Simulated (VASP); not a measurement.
# Ge (Fd-3m) in VASP: a series of runs, part 2 of 2

VASP 6.6.1. The steps go on from the part before.

**3. Relaxation of cell and atoms, PBEsol**

This run uses another cell than the first one, of 22.64 Å³/atom, 0.991 times its volume.

Contents of INCAR:

```
SYSTEM = Ge
PREC = Accurate
ENCUT = 600
EDIFF = 1E-7
ISMEAR = 0
SIGMA = 0.05
LREAL = .False.
LASPH = .True.
NELM = 80
ALGO = Normal
ISIF = 3
LWAVE = .False.
LCHARG = .False.
GGA = PS
IBRION = 2
NSW = 80
EDIFFG = -0.003
```

Contents of KPOINTS:

```
regular mesh
0
Gamma
  8 8 8
  0 0 0
```

Contents of POSCAR:

```
Ge
1.0
    0.0000000000      2.8290000000      2.8290000000
    2.8290000000      0.0000000000      2.8290000000
    2.8290000000      2.8290000000      0.0000000000
Ge
2
Direct
    0.0000000000      0.0000000000      0.0000000000
    0.2500000000      0.2500000000      0.2500000000
```

Potentials or basis: VASP PAW PBE potentials, release 64 (Ge_d).

The run is started by

```
cat potpaw_PBE.64/Ge_d/POTCAR > POTCAR
mpirun -np 1 vasp_std > vasp.out
```

OUTCAR:

```text
SYSTEM = Ge
   PREC = Accurate
   ENCUT = 600
   EDIFF = 1E-7
   ISMEAR = 0
   LREAL = .False.
   LASPH = .True.
   NELM = 80
   ISIF = 3
   GGA = PS
   IBRION = 2
   NSW = 80
   EDIFFG = -0.003

 ion  position               nearest neighbor table
   1  0.000  0.000  0.000-   2 2.45   2 2.45   2 2.45   2 2.45
   2  0.250  0.250  0.250-   1 2.45   1 2.45   1 2.45   1 2.45

  LATTYP: Found a face centered cubic cell.
 ALAT       =     5.6580000000

  Lattice vectors:

 A1 = (   0.0000000000,   2.8290000000,   2.8290000000)
 A2 = (   2.8290000000,   0.0000000000,   2.8290000000)
 A3 = (   2.8290000000,   2.8290000000,   0.0000000000)

Analysis of symmetry for initial positions (statically):
=====================================================================
 Subroutine PRICEL returns:
 Original cell was already a primitive cell.

 Routine SETGRP: Setting up the symmetry group for a
 face centered cubic supercell.

 Subroutine GETGRP returns: Found 48 space group operations
 (whereof 24 operations were pure point group operations)
 out of a pool of 48 trial point group operations.

The static configuration has the point symmetry T_d .
 The point group associated with its full space group is O_h .

Analysis of symmetry for dynamics (positions and initial velocities):
=====================================================================
 Subroutine PRICEL returns:
 Original cell was already a primitive cell.

 Routine SETGRP: Setting up the symmetry group for a
 face centered cubic supercell.

 Subroutine GETGRP returns: Found 48 space group operations
 (whereof 24 operations were pure point group operations)
 out of a pool of 48 trial point group operations.

The dynamic configuration has the point symmetry T_d .
 The point group associated with its full space group is O_h .

 Subroutine INISYM returns: Found 48 space group operations
 (whereof 24 operations are pure point group operations),
 and found     1 'primitive' translations

----------------------------------------------------------------------------------------

                                     Primitive cell

  volume of cell :      45.2823

  direct lattice vectors                    reciprocal lattice vectors
     0.000000000  2.829000000  2.829000000    -0.176740898  0.176740898  0.176740898
     2.829000000  0.000000000  2.829000000     0.176740898 -0.176740898  0.176740898
     2.829000000  2.829000000  0.000000000     0.176740898  0.176740898 -0.176740898

  length of vectors
     4.000810168  4.000810168  4.000810168     0.306124215  0.306124215  0.306124215

  position of ions in fractional coordinates (direct lattice)
     0.000000000  0.000000000  0.000000000
     0.250000000  0.250000000  0.250000000

  ion indices of the primitive-cell ions
   primitive index   ion index
                 1           1
                 2           2

----------------------------------------------------------------------------------------

 KPOINTS: regular mesh

[... 28 lines left out ...]
  0.500000  0.000000  0.000000      4.000000
  0.125000  0.125000  0.000000      6.000000
[... 16 lines left out ...]
  0.500000  0.250000  0.125000     48.000000
 -0.375000  0.250000  0.125000     24.000000
 [... further k-points ...]
   k-points           NKPTS =     29   k-points in BZ     NKDIM =     29   number of bands    NBANDS=     18
   number of dos      NEDOS =    301   number of ions     NIONS =      2
   total plane-waves  NPLWV =  32768
   dimension x,y,z NGX =    32 NGY =   32 NGZ =   32
   dimension x,y,z NGXF=    64 NGYF=   64 NGZF=   64
   ions per type =               2
   NGX,Y,Z   is equivalent  to a cutoff of  13.30, 13.30, 13.30 a.u.
   NGXF,Y,Z  is equivalent  to a cutoff of  26.59, 26.59, 26.59 a.u.
 SYSTEM =  Ge
   PREC   = accura    normal or accurate (medium, high low for compatibility)
   ISTART =      0    job   : 0-new  1-cont  2-samecut
   ICHARG =      2    charge: 1-file 2-atom 10-const
   ISPIN  =      1    spin polarized calculation?
   LNONCOLLINEAR =      F non collinear calculations
   LSORBIT =      F    spin-orbit coupling
   LASPH  =      T    aspherical Exc in radial PAW
   ENCUT  =  600.0 eV  44.10 Ry    6.64 a.u.   7.99  7.99  7.99*2*pi/ulx,y,z
   NELM   =     80;   NELMIN=  2; NELMDL= -5     # of ELM steps
   EDIFF  = 0.1E-06   stopping-criterion for ELM
   LREAL  =      F    real-space projection
   EDIFFG = -.3E-02   stopping-criterion for IOM
   NSW    =     80    number of steps for IOM
   IBRION =      2    ionic relax: 0-MD 1-quasi-New 2-CG
   NFREE  =      1    steps in history (QN), initial steepest desc. (CG)
   ISIF   =      3    stress and relaxation
   ISYM   =      2    0-nonsym 1-usesym 2-fastsym
   POTIM  = 0.5000    time-step for ionic-motion
   TEBEG  =    0.0;   TEEND  =   0.0 temperature during run
   PSTRESS=    0.0 pullay stress
   NELECT =      28.0000    total number of electrons
   NUPDOWN=      -1.0000    fix difference up-down
   EMIN   =  10.00;   EMAX   =-10.00  energy-range for DOS
   EFERMI =   0.00;   METHOD = LEGACY
   ISMEAR =     0;   SIGMA  =   0.05  broadening in eV -4-tet -1-fermi 0-gaus
   EFERMI_NEDOS =   21; number of points for ismear=-14 and -15
   IALGO  =     38    algorithm
   IMIX   =      4    mixing-type and parameters
     AMIX     =   0.40;   BMIX     =  1.00
     AMIX_MAG =   1.60;   BMIX_MAG =  1.00
  volume/ion in A,a.u.               =      22.64       152.79
  Fermi-wavevector in a.u.,A,eV,Ry     =   1.394712  2.635624 26.466349  1.945222
  Thomas-Fermi vector in A             =   2.518235
   LORBIT       =      0    0 simple, 1 ext, 2 COOP (PROOUT), +10 PAW based schemes
   GGA     = PS    functional components
   LHFCALC =     F    Hartree Fock is set to
   AEXX    =    0.0000 exact exchange contribution
   IVDW    =     0    specifies the selected vdW correction
   LEPSILON=     F    determine dielectric tensor
   LRPA    =     F    only Hartree local field effects (RPA)
 conjugate gradient relaxation of ions
 non-spin polarized calculation
 Gauss-broadening in eV      SIGMA  =   0.05
  energy-cutoff  :      600.00
  volume of cell :       45.28
 maximum number of plane-waves:      1540
   NGX = 15   NGY = 15   NGZ = 15

--------------------------------------- Ionic step        1  -------------------------------------------

 number of electron      28.0000013 magnetization

 Free energy of the ion-electron system (eV)
  ---------------------------------------------------
  ext. energy  EPLUGINS =         0.00000000
  ---------------------------------------------------
  free energy    TOTEN  =        -9.86258659 eV

  energy without entropy =       -9.86240677  energy(sigma->0) =       -9.86249668

------------------------ aborting loop because EDIFF is reached ----------------------------------------

  FORCE on cell =-STRESS in cart. coord.  units (eV):
  Direction    XX          YY          ZZ          XY          YZ          ZX
  --------------------------------------------------------------------------------------
  -------------------------------------------------------------------------------------
  Total        0.1591074      0.1591074      0.1591074      0.0000000      0.0000000      0.0000000
  in kB        5.6295285      5.6295285      5.6295285      0.0000000      0.0000000      0.0000000
  external PRESSURE =       5.6295285 kB  Pullay stress =       0.0000000 kB
[... 95 lines left out ...]
--------------------------------------- Ionic step        4  -------------------------------------------

 number of electron      28.0000019 magnetization

 Free energy of the ion-electron system (eV)
  ---------------------------------------------------
  ext. energy  EPLUGINS =         0.00000000
  ---------------------------------------------------
  free energy    TOTEN  =        -9.86332356 eV

  energy without entropy =       -9.86315459  energy(sigma->0) =       -9.86323907

 E-fermi :   4.7950     XC(G=0): -10.0862

 val. band max:        4.7810130473   @ k =   0.0000   0.0000   0.0000
 cond. band min:       4.8769772802   @ k =   0.5000   0.0000   0.0000
 fundamental gap:      0.0959642330
 Fermi energy:         4.7950119170

 k-point     1 :       0.0000    0.0000    0.0000
  band No.  band energies     occupation
      1     -19.9691      2.00000
      2     -19.9691      2.00000
      3     -19.9691      2.00000
      4     -19.9333      2.00000
      5     -19.9333      2.00000
      6     -19.7257      2.00000
[... 481 lines left out ...]
      5     -19.8586      2.00000
      6     -19.8048      2.00000
[... 10 lines left out ...]
     17      10.5170      0.00000
     18      11.6372      0.00000

 [... further k-points ...]

------------------------ aborting loop because EDIFF is reached ----------------------------------------

  FORCE on cell =-STRESS in cart. coord.  units (eV):
  Direction    XX          YY          ZZ          XY          YZ          ZX
  --------------------------------------------------------------------------------------
  -------------------------------------------------------------------------------------
  Total        0.0044995      0.0044995      0.0044995     -0.0000000      0.0000000     -0.0000000
  in kB        0.1578548      0.1578548      0.1578548     -0.0000000      0.0000000     -0.0000000
  external PRESSURE =       0.1578548 kB  Pullay stress =       0.0000000 kB
[... 17 lines left out ...]
  FREE ENERGIE OF THE ION-ELECTRON SYSTEM (eV)
  ---------------------------------------------------
  free  energy   TOTEN  =        -9.8633235618 eV

  energy  without entropy=       -9.8631545865  energy(sigma->0) =       -9.86323907

 reached required accuracy - stopping structural energy minimisation
```

It took 2.7 min on 1 thread of AMD EPYC 7R13, shared host; peak memory 0.16 GiB.

Results:

- Free energy: -9.8633 eV
- Relaxed volume: 22.83 Å³/atom
- Relaxed cell: a = 4.012 Å, b = 4.012 Å, c = 4.012 Å, α = 60.00°, β = 60.00°, γ = 60.00°
- Space group after relaxing (to 0.05 Å): Fd-3m (No. 227)
- Energy gained by relaxing: 0.4 meV/atom
- Ionic steps: 4
- Pressure after relaxing: 0.0 GPa
- Band gap on the k mesh: zero (filled and empty bands touch)

The path:
| step | energy change (eV) | largest force (eV/Å) | pressure (GPa) | volume (Å³) |
| --- | --- | --- | --- | --- |
| 1 | 0.0000 | 0.0000 | 0.56 | 45.28 |
| 2 | -0.0007 | 0.0000 | -0.08 | 45.81 |
| 3 | -0.0007 | 0.0000 | -0.07 | 45.72 |
| 4 | -0.0007 | 0.0000 | 0.02 | 45.67 |

Final structure:
```yaml
crystal:
  lattice:
    - [0.00000, 2.83703, 2.83703]
    - [2.83703, 0.00000, 2.83703]
    - [2.83703, 2.83703, 0.00000]
  atoms:
    - { symbol: Ge, position: [0.00000, 0.00000, 0.00000] }
    - { symbol: Ge, position: [0.25000, 0.25000, 0.25000] }
```

Caveat: the PAW data sets were made with another functional, which shifts forces and pressure a little.
